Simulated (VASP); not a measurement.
A run of VASP 6.6.1:

Contents of INCAR:

```
SYSTEM = RbAsPd3
PREC     = Accurate       ! precision mode
ENCUT    = 520            ! plane-wave cutoff, eV
EDIFF    = 1E-7           ! SCF threshold, eV
ISMEAR   = 0              ! smearing method
SIGMA    = 0.1            ! smearing width, eV
LREAL    = .FALSE.        ! projectors in reciprocal space
LASPH    = .TRUE.         ! aspherical terms in the spheres
NELM     = 150            ! most SCF steps
ALGO     = Fast           ! electronic algorithm
ISIF     = 2              ! what is computed and relaxed
LWAVE    = .FALSE.        ! write WAVECAR
LCHARG   = .TRUE.         ! write CHGCAR
ISPIN    = 2              ! spin polarisation
MAGMOM   = 0 0 1 1 1      ! initial moments
LORBIT   = 11             ! projections on sites
LMAXMIX  = 4              ! l up to which the mixer works
GGA      = PE             ! functional
LELF     = .TRUE.         ! ELF
LVHAR    = .TRUE.       
NBANDS   = 34             ! bands
```

File KPOINTS:

```
Automatic mesh
0
G
  4 4 4
  0 0 0
```

The input POSCAR:

```
RbAsPd3
1.0
    4.8641112263      0.0000000000      0.0000000000
    0.0000000000      4.8641112263      0.0000000000
    0.0000000000      0.0000000000      4.8641112263
Rb As Pd
1 1 3
Direct
    0.0000000000      0.0000000000      0.0000000000
    0.5000000000      0.5000000000      0.5000000000
    0.0000000000      0.5000000000      0.5000000000
    0.5000000000      0.0000000000      0.5000000000
    0.5000000000      0.5000000000      0.0000000000
```

Potentials or basis: VASP PAW PBE potentials, release 64 (Rb_sv, As, Pd).

Run with:

```bash
$ cat potpaw_PBE.64/Rb_sv/POTCAR potpaw_PBE.64/As/POTCAR potpaw_PBE.64/Pd/POTCAR > POTCAR
$ mpirun -np 1 vasp_std > vasp.out
```

Hardware: 1 thread of Intel(R) Xeon(R) 6975P-C (Granite Rapids), on a shared host.

Q: Estimate the wall time of this run.

A: Wall time 60 s on 1 thread of Intel(R) Xeon(R) 6975P-C (Granite Rapids), with other jobs on the host, peak memory 0.26 GiB. Counts: scf iterations 17, k points 10.
